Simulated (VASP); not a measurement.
# TaN (P-6m2) in VASP: further runs

The runs below take TaN through single point, with PBEsol.

Everything below comes from runs of VASP 6.6.1. Logs are shortened: lines on timing, memory, paths and dates and some standing lists are left out, and cuts for length are marked.

## Step 1: The cell of the first run

The structure is hexagonal, space group P-6m2 (No. 187). Conventional cell: a = 2.878 Å, b = 2.878 Å, c = 2.824 Å, α = 90.00°, β = 90.00°, γ = 120.00°. Within 2.9 Å of Ta (site symmetry -6m2) lie 6 N at 2.18 Å and 8 Ta at 2.82 to 2.88 Å. N (site symmetry -6m2) has 6 Ta at 2.18 Å and 8 N at 2.82 to 2.88 Å within 2.9 Å.

## Step 2: Single point, PBEsol

Input file INCAR:

```
SYSTEM = TaN
ALGO     = Normal         ! electronic algorithm
EDIFF    = 1E-6           ! SCF threshold, eV
ENCUT    = 520            ! plane-wave cutoff, eV
GGA      = PS             ! functional
ISIF     = 2              ! what is computed and relaxed
ISMEAR   = -1             ! smearing method
LASPH    = .True.         ! aspherical terms in the spheres
LCHARG   = .False.        ! write CHGCAR
LREAL    = .False.        ! projectors in reciprocal space
LWAVE    = .False.        ! write WAVECAR
NBANDS   = 15             ! bands
NELM     = 60             ! most SCF steps
PREC     = Accurate       ! precision mode
SIGMA    = 0.1            ! smearing width, eV
```

Input file KPOINTS:

```
k-points
0
Gamma
  11 11 10
  0 0 0
```

Input file POSCAR:

```
TaN
1.0
    2.8780239874      0.0000000000      0.0000000000
   -1.4390119937      2.4924393033      0.0000000000
    0.0000000000      0.0000000000      2.8241467514
Ta N
1 1
Direct
    0.3333333333      0.6666666667      0.5000000000
    0.0000000000      0.0000000000      0.0000000000
```

Potentials or basis: VASP PAW PBE potentials, release 64 (Ta_pv, N).

Launch:

```sh
> cat potpaw_PBE.64/Ta_pv/POTCAR potpaw_PBE.64/N/POTCAR > POTCAR
> mpirun -np 1 vasp_std > vasp.out
```

OUTCAR:

```text
SYSTEM = TaN
   EDIFF = 1E-6
   ENCUT = 520
   GGA = PS
   ISIF = 2
   ISMEAR = -1
   LASPH = .True.
   LREAL = .False.
   NELM = 60
   PREC = Accurate

 ion  position               nearest neighbor table
   1  0.333  0.667  0.500-   2 2.18   2 2.18   2 2.18   2 2.18   2 2.18   2 2.18
   2  0.000  0.000  0.000-   1 2.18   1 2.18   1 2.18   1 2.18   1 2.18   1 2.18

  LATTYP: Found a hexagonal cell.
 ALAT       =     2.8780239874
 C/A-ratio  =     0.9812797822

  Lattice vectors:

 A1 = (   2.8780239874,   0.0000000000,   0.0000000000)
 A2 = (  -1.4390119937,   2.4924393033,   0.0000000000)
 A3 = (   0.0000000000,   0.0000000000,   2.8241467514)

Analysis of symmetry for initial positions (statically):
=====================================================================
 Subroutine PRICEL returns:
 Original cell was already a primitive cell.

 Routine SETGRP: Setting up the symmetry group for a
 hexagonal supercell.

 Subroutine GETGRP returns: Found 12 space group operations
 (whereof 12 operations were pure point group operations)
 out of a pool of 24 trial point group operations.

The static configuration has the point symmetry D_3h.

Analysis of symmetry for dynamics (positions and initial velocities):
=====================================================================
 Subroutine PRICEL returns:
 Original cell was already a primitive cell.

 Routine SETGRP: Setting up the symmetry group for a
 hexagonal supercell.

 Subroutine GETGRP returns: Found 12 space group operations
 (whereof 12 operations were pure point group operations)
 out of a pool of 24 trial point group operations.

The dynamic configuration has the point symmetry D_3h.

 Subroutine INISYM returns: Found 12 space group operations
 (whereof 12 operations are pure point group operations),
 and found     1 'primitive' translations

----------------------------------------------------------------------------------------

                                     Primitive cell

  volume of cell :      20.2585

  direct lattice vectors                    reciprocal lattice vectors
     2.878023987  0.000000000  0.000000000     0.347460620  0.200606691  0.000000000
    -1.439011994  2.492439303  0.000000000     0.000000000  0.401213381  0.000000000
     0.000000000  0.000000000  2.824146751     0.000000000  0.000000000  0.354089248

  length of vectors
     2.878023987  2.878021751  2.824146751     0.401213069  0.401213381  0.354089248

  position of ions in fractional coordinates (direct lattice)
     0.333333333  0.666666667  0.500000000
     0.000000000  0.000000000  0.000000000

  ion indices of the primitive-cell ions
   primitive index   ion index
                 1           1
                 2           2

----------------------------------------------------------------------------------------

 KPOINTS: k-points

Automatic generation of k-mesh.
 Grid dimensions read from file:
 generate k-points for:   11   11   10

 Generating k-lattice:

  Cartesian coordinates                     Fractional coordinates (reciprocal lattice)
     0.031587329  0.018236972  0.000000000     0.090909091  0.000000000  0.000000000
     0.000000000  0.036473944  0.000000000     0.000000000  0.090909091  0.000000000
     0.000000000  0.000000000  0.035408925     0.000000000  0.000000000  0.100000000

  Length of vectors
     0.036473915  0.036473944  0.035408925

  Shift w.r.t. Gamma in fractional coordinates (k-lattice)
     0.000000000  0.000000000  0.000000000

 Subroutine IBZKPT returns following result:
 ===========================================

 Found     96 irreducible k-points:

 Following reciprocal coordinates:
            Coordinates               Weight
  0.000000  0.000000  0.000000      1.000000
  0.090909  0.000000  0.000000      6.000000
  0.181818  0.000000  0.000000      6.000000
  0.272727  0.000000  0.000000      6.000000
  0.363636  0.000000  0.000000      6.000000
  0.454545  0.000000  0.000000      6.000000
[... 16 lines left out ...]
  0.090909  0.090909  0.100000     12.000000
  0.181818  0.090909  0.100000     24.000000
 [... further k-points ...]
   k-points           NKPTS =     96   k-points in BZ     NKDIM =     96   number of bands    NBANDS=     15
   number of dos      NEDOS =    301   number of ions     NIONS =      2
   total plane-waves  NPLWV =  13824
   dimension x,y,z NGX =    24 NGY =   24 NGZ =   24
   dimension x,y,z NGXF=    48 NGYF=   48 NGZF=   48
   ions per type =               1   1
   NGX,Y,Z   is equivalent  to a cutoff of  13.86, 13.86, 14.13 a.u.
   NGXF,Y,Z  is equivalent  to a cutoff of  27.73, 27.73, 28.26 a.u.
 SYSTEM =  TaN
   PREC   = accura    normal or accurate (medium, high low for compatibility)
   ISTART =      0    job   : 0-new  1-cont  2-samecut
   ICHARG =      2    charge: 1-file 2-atom 10-const
   ISPIN  =      1    spin polarized calculation?
   LNONCOLLINEAR =      F non collinear calculations
   LSORBIT =      F    spin-orbit coupling
   LASPH  =      T    aspherical Exc in radial PAW
   ENCUT  =  520.0 eV  38.22 Ry    6.18 a.u.   5.35  5.35  5.25*2*pi/ulx,y,z
   NELM   =     60;   NELMIN=  2; NELMDL= -5     # of ELM steps
   EDIFF  = 0.1E-05   stopping-criterion for ELM
   LREAL  =      F    real-space projection
   EDIFFG = 0.1E-04   stopping-criterion for IOM
   NSW    =      0    number of steps for IOM
   IBRION =     -1    ionic relax: 0-MD 1-quasi-New 2-CG
   NFREE  =      0    steps in history (QN), initial steepest desc. (CG)
   ISIF   =      2    stress and relaxation
   ISYM   =      2    0-nonsym 1-usesym 2-fastsym
   POTIM  = 0.5000    time-step for ionic-motion
   TEBEG  =    0.0;   TEEND  =   0.0 temperature during run
   PSTRESS=    0.0 pullay stress
   NELECT =      16.0000    total number of electrons
   NUPDOWN=      -1.0000    fix difference up-down
   EMIN   =  10.00;   EMAX   =-10.00  energy-range for DOS
   EFERMI =   0.00;   METHOD = LEGACY
   ISMEAR =    -1;   SIGMA  =   0.10  broadening in eV -4-tet -1-fermi 0-gaus
   EFERMI_NEDOS =   21; number of points for ismear=-14 and -15
   IALGO  =     38    algorithm
   IMIX   =      4    mixing-type and parameters
     AMIX     =   0.40;   BMIX     =  1.00
     AMIX_MAG =   1.60;   BMIX_MAG =  1.00
  volume/ion in A,a.u.               =      10.13        68.36
  Fermi-wavevector in a.u.,A,eV,Ry     =   1.513257  2.859641 31.156624  2.289947
  Thomas-Fermi vector in A             =   2.623072
   LORBIT       =      0    0 simple, 1 ext, 2 COOP (PROOUT), +10 PAW based schemes
   GGA     = PS    functional components
   LHFCALC =     F    Hartree Fock is set to
   AEXX    =    0.0000 exact exchange contribution
   IVDW    =     0    specifies the selected vdW correction
   LEPSILON=     F    determine dielectric tensor
   LRPA    =     F    only Hartree local field effects (RPA)
 non-spin polarized calculation
  energy-cutoff  :      520.00
  volume of cell :       20.26
 maximum number of plane-waves:       562
 NGX is ok and might be reduce to    24
   NGX = 11   NGY = 11   NGZ = 11

 number of electron      16.0000000 magnetization

 Free energy of the ion-electron system (eV)
  ---------------------------------------------------
  ext. energy  EPLUGINS =         0.00000000
  ---------------------------------------------------
  free energy    TOTEN  =       -23.74197662 eV

  energy without entropy =      -23.73905534  energy(sigma->0) =      -23.74051598

 E-fermi :   8.7649     XC(G=0): -13.8460

 val. band max:        8.7171661725   @ k =   0.0000   0.0000   0.4000
 cond. band min:       8.9434787582   @ k =   0.0909   0.0000   0.5000
 fundamental gap:      0.2263125857
 Fermi energy:         8.7648670314

 k-point     1 :       0.0000    0.0000    0.0000
  band No.  band energies     occupation
      1     -25.8483      2.00000
      2     -25.5464      2.00000
      3     -25.5464      2.00000
      4      -9.4620      2.00000
      5       3.9080      2.00000
      6       3.9080      2.00000
      7       4.2256      2.00000
      8       5.7750      2.00000
      9      11.4392      0.00000
     10      12.6455      0.00000
     11      12.6455      0.00000
     12      13.0973      0.00000
     13      13.0973      0.00000
     14      22.1574      0.00000
     15      22.5157      0.00000

 k-point     2 :       0.0909    0.0000    0.0000
  band No.  band energies     occupation
      1     -25.8339      2.00000
      2     -25.6595      2.00000
      3     -25.5700      2.00000
      4      -9.2676      2.00000
      5       3.3835      2.00000
      6       4.0537      2.00000
      7       4.4960      2.00000
      8       5.5027      2.00000
      9      12.0867      0.00000
     10      12.2559      0.00000
     11      12.6716      0.00000
     12      12.9987      0.00000
     13      13.3411      0.00000
     14      22.1445      0.00000
     15      22.4853      0.00000

 k-point     3 :       0.1818    0.0000    0.0000
  band No.  band energies     occupation
      1     -25.9527      2.00000
      2     -25.7952      2.00000
      3     -25.6327      2.00000
      4      -8.7440      2.00000
      5       2.3523      2.00000
      6       4.4322      2.00000
      7       4.8613      2.00000
      8       5.0553      2.00000
      9      11.4379      0.00000
     10      12.7448      0.00000
     11      12.8173      0.00000
     12      13.5590      0.00000
     13      13.8391      0.00000
     14      22.1429      0.00000
     15      22.4504      0.00000
[... 343 lines left out ...]
 k-point    23 :       0.0909    0.0909    0.1000
  band No.  band energies     occupation
      1     -25.9315      2.00000
      2     -25.8353      2.00000
      3     -25.6099      2.00000
      4      -8.7097      2.00000
      5       2.7993      2.00000
      6       3.7766      2.00000
      7       4.3661      2.00000
      8       5.9441      2.00000
      9      11.1082      0.00000
     10      11.6284      0.00000
     11      13.1173      0.00000
     12      13.9329      0.00000
     13      14.2781      0.00000
     14      22.0300      0.00000
     15      22.4212      0.00000

 k-point    24 :       0.1818    0.0909    0.1000
  band No.  band energies     occupation
      1     -26.1539      2.00000
      2     -25.8713      2.00000
      3     -25.6983      2.00000
      4      -8.1476      2.00000
      5       1.8548      2.00000
      6       3.6720      2.00000
      7       4.6217      2.00000
      8       5.9706      2.00000
      9      10.7118      0.00000
     10      11.8965      0.00000
     11      13.5718      0.00000
     12      14.1195      0.00000
     13      15.4161      0.00000
     14      21.9888      0.00000
     15      22.3984      0.00000

 [... further k-points ...]
[... 5 lines left out ...]
  --------------------------------------------------------------------------------------
  -------------------------------------------------------------------------------------
  Total        2.4819035      2.4818984      2.8139495      0.0000000      0.0000000      0.0000000
  in kB      196.2859513    196.2855445    222.5464258      0.0000000      0.0000000      0.0000000
  external PRESSURE =     205.0393072 kB  Pullay stress =       0.0000000 kB

 VOLUME and BASIS-vectors are now :
 -----------------------------------------------------------------------------
  energy-cutoff  :      520.00
  volume of cell :       20.26
      direct lattice vectors                 reciprocal lattice vectors
     2.878023987  0.000000000  0.000000000     0.347460620  0.200606691  0.000000000
    -1.439011994  2.492439303  0.000000000     0.000000000  0.401213381  0.000000000
     0.000000000  0.000000000  2.824146751     0.000000000  0.000000000  0.354089248

 POSITION                                       TOTAL-FORCE (eV/Angst)
 -----------------------------------------------------------------------------------
     -0.00000      1.66163      1.41207        -0.000000      0.000000      0.000000
      0.00000      0.00000      0.00000         0.000000      0.000000      0.000000
 -----------------------------------------------------------------------------------
    total drift:                                0.000000     -0.000037     -0.000000

  FREE ENERGIE OF THE ION-ELECTRON SYSTEM (eV)
  ---------------------------------------------------
  free  energy   TOTEN  =       -23.7419766209 eV

  energy  without entropy=      -23.7390553370  energy(sigma->0) =      -23.74051598
```

It took 9.2 s on 1 thread of Intel Xeon 6975P-C (Granite Rapids), shared host; peak memory 0.16 GiB.

What came out:

```
Free energy            : -23.7420 eV
Pressure               : 20.5 GPa
Band gap on the k mesh : zero (band 8 reaches 9.17 eV, above the bottom of band 9 at 8.63 eV)
```

Stress tensor (GPa, compression positive):
```
19.63  0.00  0.00
 0.00 19.63  0.00
 0.00  0.00 22.25
```

Levels at points of the mesh, in eV from the Fermi level:
| k point | band 4 | band 5 | band 6 | band 7 | band 8 | band 9 | band 10 | band 11 | band 12 | band 13 |
| --- | --- | --- | --- | --- | --- | --- | --- | --- | --- | --- |
| (0.00, 0.00, 0.00) | -18.23 | -4.86 | -4.86 | -4.54 | -2.99 | 2.67 | 3.88 | 3.88 | 4.33 | 4.33 |
| (0.00, 0.00, 0.50) | -15.16 | -9.78 | -3.98 | -3.98 | -0.14 | -0.14 | 2.62 | 3.47 | 3.47 | 8.68 |

Caveat: the PAW data sets were made with another functional, which shifts forces and pressure a little; spin-orbit coupling is left out, which moves the levels of the heavy elements.

## Step 3: Single point, PBEsol

This run uses another cell than the first one, of 10.34 Å³/atom, 1.021 times its volume.

Input file INCAR:

```
PREC = Accurate
ENCUT = 520
EDIFF = 1E-7
ISMEAR = -1
SIGMA = 0.1
LREAL = False
LASPH = True
NELM = 60
ALGO = Normal
ISIF = 2
LWAVE = False
LCHARG = True
GGA = PS
LELF = True
LVHAR = True
NBANDS = 15
```

Input file KPOINTS:

```
Automatic mesh
0
Gamma
  11 11 10
```

Input file POSCAR:

```
TaN
1.0
    2.8982924298      0.0000000000      0.0000000000
   -1.4491462149      2.5099922711      0.0000000000
    0.0000000000      0.0000000000      2.8440357641
Ta N
1 1
Direct
    0.3333333333      0.6666666667      0.5000000000
    0.0000000000      0.0000000000      0.0000000000
```

Potentials or basis: VASP PAW PBE potentials, release 64 (Ta_pv, N).

Launch:

```sh
> cat potpaw_PBE.64/Ta_pv/POTCAR potpaw_PBE.64/N/POTCAR > POTCAR
> mpirun -np 1 vasp_std > vasp.out
```

Run time: 9.5 s. Hardware: 1 thread of Intel Xeon 6975P-C (Granite Rapids), shared host; peak memory 0.16 GiB.

The run converged. Its results:

```yaml
Free_energy: -23.7851 eV
Pressure: 11.4 GPa
Band_gap_on_the_k_mesh: zero (band 8 reaches 8.93 eV, above the bottom of band 9 at 8.41 eV)
```

Stress tensor (GPa, compression positive):
```
10.88  0.00  0.00
 0.00 10.88  0.00
 0.00  0.00 12.45
```

Levels at points of the mesh, in eV from the Fermi level:
```tsv
k point	band 5	band 6	band 7	band 8	band 9	band 10	band 11	band 12
(0.00, 0.00, 0.00)	-4.76	-4.76	-4.43	-2.97	2.52	3.78	3.78	4.21
(0.00, 0.00, 0.50)	-9.65	-3.90	-3.90	-0.13	-0.13	2.55	3.41	3.41
```

Caveat: the PAW data sets were made with another functional, which shifts forces and pressure a little; spin-orbit coupling is left out, which moves the levels of the heavy elements.

## Step 4: Single point, PBEsol

This run uses another cell than the first one, of 10.56 Å³/atom, 1.043 times its volume.

Input file INCAR:

```
  ALGO = Normal
  EDIFF = 1E-7
  ENCUT = 520
  GGA = PS
  ISIF = 2
  ISMEAR = -1
  LASPH = True
  LCHARG = False
  LREAL = False
  LWAVE = False
  NBANDS = 15
  NELM = 60
  PREC = Accurate
  SIGMA = 0.1
```

Input file KPOINTS:

```
k-points
0
Gamma
  11 11 10
```

Input file POSCAR:

```
TaN
1.0
    2.9182812851      0.0000000000      0.0000000000
   -1.4591406425      2.5273031096      0.0000000000
    0.0000000000      0.0000000000      2.8636504237
Ta N
1 1
Direct
    0.3333333333      0.6666666667      0.5000000000
    0.0000000000      0.0000000000      0.0000000000
```

Launch:

```sh
> cat potpaw_PBE.64/Ta_pv/POTCAR potpaw_PBE.64/N/POTCAR > POTCAR
> mpirun -np 1 vasp_std > vasp.out
```

Wall time 9.6 s (1 thread of Intel Xeon 6975P-C (Granite Rapids), shared host); peak memory 0.16 GiB.

Results (log left out):

- Free energy: -23.8050 eV
- Pressure: 3.2 GPa
- Band gap on the k mesh: zero (band 8 reaches 8.71 eV, above the bottom of band 9 at 8.20 eV)

Stress tensor (GPa, compression positive):
```
3.04 0.00 0.00
0.00 3.04 0.00
0.00 0.00 3.65
```

Levels at points of the mesh, in eV from the Fermi level:
```csv
k point,band 5,band 6,band 7,band 8,band 9,band 10,band 11,band 12
"(0.00, 0.00, 0.00)",-4.66,-4.66,-4.33,-2.94,2.36,3.69,3.69,4.09
"(0.00, 0.00, 0.50)",-9.52,-3.82,-3.82,-0.12,-0.12,2.49,3.35,3.35
```

Caveat: the PAW data sets were made with another functional, which shifts forces and pressure a little; spin-orbit coupling is left out, which moves the levels of the heavy elements.

## Step 5: The runs side by side

```csv
cell,gap on the mesh (eV),pressure (GPa)
"a = 2.878, b = 2.878, c = 2.824 Å, angles 90.0, 90.0, 120.0°, 2 atoms",none,20.5
"a = 2.898, b = 2.898, c = 2.844 Å, angles 90.0, 90.0, 120.0°, 2 atoms",none,11.4
"a = 2.918, b = 2.918, c = 2.864 Å, angles 90.0, 90.0, 120.0°, 2 atoms",none,3.2
```

Alike in all rows: task single point; level PBEsol; potentials or basis VASP PAW PBE potentials, release 64 (Ta_pv, N); no spin polarisation; k mesh 11 × 11 × 10; cutoff (eV) 520; smearing fermi-dirac 0.1 eV.

Caveats: the PAW data sets were made with another functional, which shifts forces and pressure a little; spin-orbit coupling is left out, which moves the levels of the heavy elements.

Total energies depend on the potentials used, so only differences within one code and one set of settings carry meaning.
